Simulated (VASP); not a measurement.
# NaCl (P1) in VASP: further runs

The runs below take NaCl through single point, with PBEsol.

Program: VASP 6.6.1. These are calculated values, not measurements. Logs are shortened: lines on timing, memory, paths and dates and some standing lists are left out, and cuts for length are marked.

## 1. The cell of the first run

The typed cell holds 2 atoms: a = 3.398 Å, b = 3.401 Å, c = 3.416 Å, α = 90.05°, β = 90.02°, γ = 90.59°.

## 2. Single point, PBEsol (atoms moved at random and the cell strained at random)

File INCAR:

```
SYSTEM = NaCl
ALGO = Normal
EDIFF = 1E-6
ENCUT = 520
GGA = PS
ISIF = 2
ISMEAR = 0
LASPH = .True.
LCHARG = .True.
LELF = .True.
LREAL = .False.
LVHAR = .True.
LWAVE = .False.
NBANDS = 14
NELM = 100
PREC = Accurate
SIGMA = 0.02
```

File KPOINTS:

```
k-points
0
Gamma
  6 6 6
  0 0 0
```

File POSCAR:

```
NaCl
1.0
    3.3979648256     -0.0175109500     -0.0005953723
   -0.0175109500      3.4007315557     -0.0014358979
   -0.0005953723     -0.0014358979      3.4161411917
Na Cl
1 1
Direct
   -0.0222917660      0.0351522904      0.0100908289
    0.5222917660      0.4648477096      0.4899091711
```

Potentials or basis: VASP PAW PBE potentials, release 64 (Na_pv, Cl).

Started as:

```
$ cat potpaw_PBE.64/Na_pv/POTCAR potpaw_PBE.64/Cl/POTCAR > POTCAR
$ mpirun -np 1 vasp_std > vasp.out
```

OUTCAR:

```text
SYSTEM = NaCl
   EDIFF = 1E-6
   ENCUT = 520
   GGA = PS
   ISIF = 2
   ISMEAR = 0
   LASPH = .True.
   LREAL = .False.
   NELM = 100
   PREC = Accurate

 ion  position               nearest neighbor table
   1  0.978  0.035  0.010-   2 2.69
   2  0.522  0.465  0.490-   1 2.69

  LATTYP: Found a triclinic cell.
 ALAT       =     3.4007769420
 B/A-ratio  =     1.4063377295
 C/A-ratio  =     1.7398343871
 COS(alpha) =     0.0001767684
 COS(beta)  =     0.5801979541
 COS(gamma) =     0.7037471684

  Lattice vectors:

 A1 = (   0.0175109500,  -3.4007315557,   0.0014358979)
 A2 = (  -3.3804538756,  -3.3832206057,   0.0020312702)
 A3 = (   3.4160711479,  -3.4168066078,  -3.4153006661)

Analysis of symmetry for initial positions (statically):
=====================================================================
 Subroutine PRICEL returns:
 Original cell was already a primitive cell.

 Routine SETGRP: Setting up the symmetry group for a
 triclinic supercell.

 Subroutine GETGRP returns: Found  1 space group operations
 (whereof  1 operations were pure point group operations)
 out of a pool of  2 trial point group operations.

The static configuration has the point symmetry C_1 .

Analysis of symmetry for dynamics (positions and initial velocities):
=====================================================================
 Subroutine PRICEL returns:
 Original cell was already a primitive cell.

 Routine SETGRP: Setting up the symmetry group for a
 triclinic supercell.

 Subroutine GETGRP returns: Found  1 space group operations
 (whereof  1 operations were pure point group operations)
 out of a pool of  2 trial point group operations.

The dynamic configuration has the point symmetry C_1 .

 Subroutine INISYM returns: Found  1 space group operations
 (whereof  1 operations are pure point group operations),
 and found     1 'primitive' translations

----------------------------------------------------------------------------------------

                                     Primitive cell

  volume of cell :      39.4744

  direct lattice vectors                    reciprocal lattice vectors
     3.397964826 -0.017510950 -0.000595372     0.294301624  0.001515431  0.000051928
    -0.017510950  3.400731556 -0.001435898     0.001515431  0.294062233  0.000123867
    -0.000595372 -0.001435898  3.416141192     0.000051928  0.000123867  0.292728009

  length of vectors
     3.398009998  3.400776942  3.416141545     0.294305531  0.294066164  0.292728040

  position of ions in fractional coordinates (direct lattice)
     0.977708234  0.035152290  0.010090829
     0.522291766  0.464847710  0.489909171

  ion indices of the primitive-cell ions
   primitive index   ion index
                 1           1
                 2           2

----------------------------------------------------------------------------------------

 KPOINTS: k-points

Automatic generation of k-mesh.
 Grid dimensions read from file:
 generate k-points for:    6    6    6

 Generating k-lattice:

  Cartesian coordinates                     Fractional coordinates (reciprocal lattice)
     0.049050271  0.000252572  0.000008655     0.166666667 -0.000000000  0.000000000
     0.000252572  0.049010372  0.000020644     0.000000000  0.166666667  0.000000000
     0.000008655  0.000020644  0.048788001    -0.000000000 -0.000000000  0.166666667

  Length of vectors
     0.049050922  0.049011027  0.048788007

  Shift w.r.t. Gamma in fractional coordinates (k-lattice)
     0.000000000  0.000000000  0.000000000

 Subroutine IBZKPT returns following result:
 ===========================================

 Found    112 irreducible k-points:

 Following reciprocal coordinates:
            Coordinates               Weight
  0.000000  0.000000  0.000000      1.000000
  0.166667 -0.000000  0.000000      2.000000
  0.333333 -0.000000  0.000000      2.000000
  0.500000 -0.000000  0.000000      1.000000
 -0.000000  0.166667  0.000000      2.000000
  0.166667  0.166667 -0.000000      2.000000
[... 16 lines left out ...]
  0.333333 -0.000000  0.166667      2.000000
  0.500000  0.000000  0.166667      2.000000
 [... further k-points ...]
   k-points           NKPTS =    112   k-points in BZ     NKDIM =    112   number of bands    NBANDS=     14
   number of dos      NEDOS =    301   number of ions     NIONS =      2
   total plane-waves  NPLWV =  21952
   dimension x,y,z NGX =    28 NGY =   28 NGZ =   28
   dimension x,y,z NGXF=    56 NGYF=   56 NGZF=   56
   ions per type =               1   1
   NGX,Y,Z   is equivalent  to a cutoff of  13.70, 13.69, 13.63 a.u.
   NGXF,Y,Z  is equivalent  to a cutoff of  27.40, 27.38, 27.25 a.u.
 SYSTEM =  NaCl
   PREC   = accura    normal or accurate (medium, high low for compatibility)
   ISTART =      0    job   : 0-new  1-cont  2-samecut
   ICHARG =      2    charge: 1-file 2-atom 10-const
   ISPIN  =      1    spin polarized calculation?
   LNONCOLLINEAR =      F non collinear calculations
   LSORBIT =      F    spin-orbit coupling
   LASPH  =      T    aspherical Exc in radial PAW
   ENCUT  =  520.0 eV  38.22 Ry    6.18 a.u.   6.32  6.32  6.35*2*pi/ulx,y,z
   NELM   =    100;   NELMIN=  2; NELMDL= -5     # of ELM steps
   EDIFF  = 0.1E-05   stopping-criterion for ELM
   LREAL  =      F    real-space projection
[... 7 lines left out ...]
   TEBEG  =    0.0;   TEEND  =   0.0 temperature during run
   PSTRESS=    0.0 pullay stress
   NELECT =      14.0000    total number of electrons
   NUPDOWN=      -1.0000    fix difference up-down
   EMIN   =  10.00;   EMAX   =-10.00  energy-range for DOS
   EFERMI =   0.00;   METHOD = LEGACY
   ISMEAR =     0;   SIGMA  =   0.02  broadening in eV -4-tet -1-fermi 0-gaus
   EFERMI_NEDOS =   21; number of points for ismear=-14 and -15
   IALGO  =     38    algorithm
   IMIX   =      4    mixing-type and parameters
     AMIX     =   0.40;   BMIX     =  1.00
     AMIX_MAG =   1.60;   BMIX_MAG =  1.00
  volume/ion in A,a.u.               =      19.74       133.19
  Fermi-wavevector in a.u.,A,eV,Ry     =   1.158810  2.189834 18.270467  1.342841
  Thomas-Fermi vector in A             =   2.295409
   LORBIT       =      0    0 simple, 1 ext, 2 COOP (PROOUT), +10 PAW based schemes
   GGA     = PS    functional components
   LHFCALC =     F    Hartree Fock is set to
   AEXX    =    0.0000 exact exchange contribution
   IVDW    =     0    specifies the selected vdW correction
   LEPSILON=     F    determine dielectric tensor
   LRPA    =     F    only Hartree local field effects (RPA)
 non-spin polarized calculation
 Gauss-broadening in eV      SIGMA  =   0.02
  energy-cutoff  :      520.00
  volume of cell :       39.47
 maximum number of plane-waves:      1082
 NGX is ok and might be reduce to    28
   NGX = 13   NGY = 13   NGZ = 13

 number of electron      14.0000001 magnetization

 Free energy of the ion-electron system (eV)
  ---------------------------------------------------
  ext. energy  EPLUGINS =         0.00000000
  ---------------------------------------------------
  free energy    TOTEN  =        -6.69198004 eV

  energy without entropy =       -6.69198004  energy(sigma->0) =       -6.69198004

 E-fermi :   1.1534     XC(G=0):  -8.9459

 val. band max:        0.9770108393   @ k =   0.5000  -0.0000   0.5000
 cond. band min:       5.1156532372   @ k =   0.0000   0.0000   0.0000
 fundamental gap:      4.1386423979
 Fermi energy:         1.1534175587

 k-point     1 :       0.0000    0.0000    0.0000
  band No.  band energies     occupation
      1     -20.7960      2.00000
      2     -20.7904      2.00000
      3     -20.7881      2.00000
      4     -12.7160      2.00000
      5       0.3530      2.00000
      6       0.3943      2.00000
      7       0.4252      2.00000
      8       5.1157      0.00000
      9       9.2654      0.00000
     10       9.3841      0.00000
     11      17.1028      0.00000
     12      17.1745      0.00000
     13      17.1916      0.00000
     14      17.2608      0.00000

 k-point     2 :       0.1667   -0.0000    0.0000
  band No.  band energies     occupation
      1     -20.8073      2.00000
      2     -20.7933      2.00000
      3     -20.7867      2.00000
      4     -12.6078      2.00000
      5      -0.5124      2.00000
      6       0.4173      2.00000
      7       0.4792      2.00000
      8       5.8768      0.00000
      9       9.6197      0.00000
     10      10.0479      0.00000
     11      15.0808      0.00000
     12      15.1924      0.00000
     13      16.6577      0.00000
     14      17.4274      0.00000

 k-point     3 :       0.3333   -0.0000    0.0000
  band No.  band energies     occupation
      1     -20.8383      2.00000
      2     -20.7906      2.00000
      3     -20.7838      2.00000
      4     -12.3763      2.00000
      5      -1.8604      2.00000
      6       0.5515      2.00000
      7       0.6216      2.00000
      8       7.1493      0.00000
      9      10.4730      0.00000
     10      10.5443      0.00000
     11      13.4373      0.00000
     12      13.6277      0.00000
     13      15.7021      0.00000
     14      17.2468      0.00000
[... 324 lines left out ...]
 k-point    23 :       0.3333   -0.0000    0.1667
  band No.  band energies     occupation
      1     -20.8351      2.00000
      2     -20.7972      2.00000
      3     -20.7892      2.00000
      4     -12.2930      2.00000
      5      -1.7154      2.00000
      6      -0.1850      2.00000
      7       0.6881      2.00000
      8       7.7121      0.00000
      9       9.8607      0.00000
     10      11.1714      0.00000
     11      12.8459      0.00000
     12      13.7737      0.00000
     13      15.9606      0.00000
     14      16.8370      0.00000

 k-point    24 :       0.5000    0.0000    0.1667
  band No.  band energies     occupation
      1     -20.8498      2.00000
      2     -20.7952      2.00000
      3     -20.7879      2.00000
      4     -12.1769      2.00000
      5      -2.2514      2.00000
      6      -0.0700      2.00000
      7       0.7631      2.00000
      8       8.6425      0.00000
      9       9.0111      0.00000
     10      11.8621      0.00000
     11      12.1665      0.00000
     12      13.1910      0.00000
     13      16.2062      0.00000
     14      16.6989      0.00000

 [... further k-points ...]
[... 5 lines left out ...]
  --------------------------------------------------------------------------------------
  -------------------------------------------------------------------------------------
  Total        0.5492107      0.5118501      0.4522255     -0.1858335      0.0916031     -0.0635104
  in kB       22.2912353     20.7748523     18.3548240     -7.5425653      3.7179635     -2.5777440
  external PRESSURE =      20.4736372 kB  Pullay stress =       0.0000000 kB

 VOLUME and BASIS-vectors are now :
 -----------------------------------------------------------------------------
  energy-cutoff  :      520.00
  volume of cell :       39.47
      direct lattice vectors                 reciprocal lattice vectors
     3.397964826 -0.017510950 -0.000595372     0.294301624  0.001515431  0.000051928
    -0.017510950  3.400731556 -0.001435898     0.001515431  0.294062233  0.000123867
    -0.000595372 -0.001435898  3.416141192     0.000051928  0.000123867  0.292728009

 POSITION                                       TOTAL-FORCE (eV/Angst)
 -----------------------------------------------------------------------------------
      3.32160      0.10241      0.03384         0.139482     -0.195478     -0.076819
      1.76630      1.57097      1.67262        -0.139482      0.195478      0.076819
 -----------------------------------------------------------------------------------
    total drift:                                0.000489     -0.000145      0.000100

  FREE ENERGIE OF THE ION-ELECTRON SYSTEM (eV)
  ---------------------------------------------------
  free  energy   TOTEN  =        -6.6919800441 eV

  energy  without entropy=       -6.6919800441  energy(sigma->0) =       -6.69198004
```

Run time: 49 s. Hardware: 1 thread of AMD EPYC 9R45 (Zen 5), shared host; peak memory 0.15 GiB.

Results:

```yaml
Free_energy: -6.6920 eV
Pressure: 2.0 GPa
Largest_force: 0.252 eV/Å
Band_gap_on_the_k_mesh: 4.14 eV, indirect (least direct gap 4.69 eV)
```

Forces on the atoms (eV/Å):
```
Na   0.139 -0.195 -0.077
Cl  -0.139  0.195  0.077
```

Stress tensor (GPa, compression positive):
```
 2.23 -0.75 -0.26
-0.75  2.08  0.37
-0.26  0.37  1.84
```

Levels at points of the mesh, in eV from the valence-band top:
| k point | band 3 | band 4 | band 5 | band 6 | band 7 | band 8 | band 9 | band 10 | band 11 | band 12 |
| --- | --- | --- | --- | --- | --- | --- | --- | --- | --- | --- |
| (0.00, 0.00, 0.00) | -21.77 | -13.69 | -0.62 | -0.58 | -0.55 | 4.14 | 8.29 | 8.41 | 16.13 | 16.20 |
| (0.50, 0.00, 0.00) | -21.76 | -13.23 | -3.40 | -0.36 | -0.28 | 7.04 | 8.99 | 10.25 | 11.82 | 12.05 |
| (0.00, 0.50, 0.00) | -21.76 | -13.23 | -3.38 | -0.35 | -0.29 | 7.06 | 9.04 | 10.21 | 11.88 | 12.05 |
| (0.50, 0.50, 0.00) | -21.75 | -12.90 | -2.63 | -2.59 | -0.05 | 5.39 | 9.88 | 11.47 | 11.56 | 12.64 |
| (0.00, 0.00, 0.50) | -21.76 | -13.24 | -3.40 | -0.31 | -0.29 | 7.05 | 8.94 | 10.28 | 11.69 | 12.24 |
| (0.50, 0.00, 0.50) | -21.76 | -12.91 | -2.64 | -2.62 | 0.00 | 5.41 | 9.98 | 11.43 | 11.46 | 12.81 |
| (0.00, 0.50, 0.50) | -21.76 | -12.91 | -2.63 | -2.62 | -0.01 | 5.38 | 9.95 | 11.45 | 11.56 | 12.75 |
| (0.50, 0.50, 0.50) | -21.80 | -12.57 | -2.17 | -2.16 | -2.14 | 6.97 | 7.01 | 7.03 | 12.19 | 16.58 |

Caveat: the cell differs from its parent crystal (atoms moved at random and the cell strained at random); the PAW data sets were made with another functional, which shifts forces and pressure a little. A k mesh can miss the band edges.

(Part 1 of 2 ends here.)
